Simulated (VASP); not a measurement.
Set up this calculation in VASP 6.6.1, as the native input.

- Task: single point
- Functional: HSE06
- Potentials or basis: VASP PAW PBE potentials, release 64 (Hg, Te)
- Cutoff: 520 eV
- k mesh: 4 × 4 × 4
- Occupations: fermi-dirac, width 0.02 eV
- Spin: no spin polarisation
- Dipole correction: no
- Grid for exact exchange (PRECFOCK): Normal
- Further INCAR settings: ALGO = Normal; EDIFF = 1e-06; NBANDS = 16
- Share of exact exchange: 0.25
- Screening parameter: 0.2079 1/Å

The system is HgTe.

```
CELL_PARAMETERS angstrom
0.00000 3.19048 3.41966
3.19048 0.00000 3.41966
3.19048 3.19048 0.00000
ATOMIC_POSITIONS crystal
Hg 0.00000 0.00000 0.00000
Te 0.25000 0.25000 0.25000
```

This cell differs from its parent crystal: epitaxial xy strain -3.0%.

The input as run:

POSCAR

```
HgTe
1.0
    0.0000000000      3.1904831497      3.4196598652
    3.1904831497      0.0000000000      3.4196598652
    3.1904831497      3.1904831497      0.0000000000
Hg Te
1 1
Direct
    0.0000000000      0.0000000000      0.0000000000
    0.2500000000      0.2500000000      0.2500000000
```

INCAR.step1

```
ALGO = Normal ; EDIFF = 1E-5
ENCUT = 520 ; GGA = PE
ISIF = 2 ; ISMEAR = -1
LASPH = True ; LREAL = False
LWAVE = True ; NBANDS = 16
NELM = 60 ; PREC = Accurate
SIGMA = 0.02
```

INCAR.step2

```
ALGO = Normal ; EDIFF = 1E-6
ENCUT = 520 ; GGA = PE
HFSCREEN = 0.2079 ; ISIF = 2
ISMEAR = -1 ; ISTART = 1
LASPH = True ; LCHARG = True
LELF = True ; LHFCALC = True
LREAL = False ; LVHAR = True
LWAVE = False ; NBANDS = 16
NELM = 60 ; PREC = Accurate
PRECFOCK = Normal ; SIGMA = 0.02
```

KPOINTS

```
k-points
0
Gamma
  4 4 4
```

Potentials or basis: VASP PAW PBE potentials, release 64 (Hg, Te).

Command:

```console
$ cat potpaw_PBE.64/Hg/POTCAR potpaw_PBE.64/Te/POTCAR > POTCAR
$ cp INCAR.step1 INCAR
$ mpirun -np 1 vasp_std > vasp.out
$ cp INCAR.step2 INCAR
$ mpirun -np 1 vasp_std > vasp.out
```

Results of the run:

```
Pressure               : 0.9 GPa
Band gap on the k mesh : zero (filled and empty bands touch)
```

Caveat: the k points lie up to 0.42 Å⁻¹ apart; the cell differs from its parent crystal (epitaxial xy strain -3.0%); the PAW data sets were made with another functional, which shifts forces and pressure a little; spin-orbit coupling is left out, which moves the levels of the heavy elements.

It took 15 min on 1 thread of Intel(R) Xeon(R) Platinum 8375C CPU @ 2.90GHz (Ice Lake), with other jobs on the host, peak memory 0.32 GiB.
